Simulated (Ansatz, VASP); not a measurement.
# One calculation of Bi, two programs

```
CELL_PARAMETERS angstrom
4.36734 0.00000 0.00000
-2.18367 3.78223 0.00000
0.00000 0.00000 4.25391
ATOMIC_POSITIONS crystal
Bi 0.33333 0.66667 0.25000
Bi 0.66667 0.33333 0.75000
```

Alike in both runs: functional PBE; k mesh 12 × 12 × 8; occupations gaussian, width 0.1 eV; no spin polarisation.

Ansatz relaxed the structure, and its values are those at the end. VASP's run is a single point on that final structure, the one shown.

|  | VASP | Ansatz |
| --- | --- | --- |
| version | VASP 6.6.1 | Ansatz 0.2.0 |
| potentials or method | VASP PAW PBE potentials, release 64 (Bi_d), cutoff 520 eV | scalar-relativistic, plane waves, PAW |
| valence electrons in the cell | 30 | 30 |

VASP gave:

- gap on the k mesh at the Fermi level (eV): none
- pressure (GPa): -0.1

What did Ansatz give for the same quantities?

gap on the k mesh at the Fermi level (eV): none; pressure (GPa): 0.0.

A gap of «none» marks a metal or a gap that the smearing closes.

Neither program's run includes spin-orbit coupling.
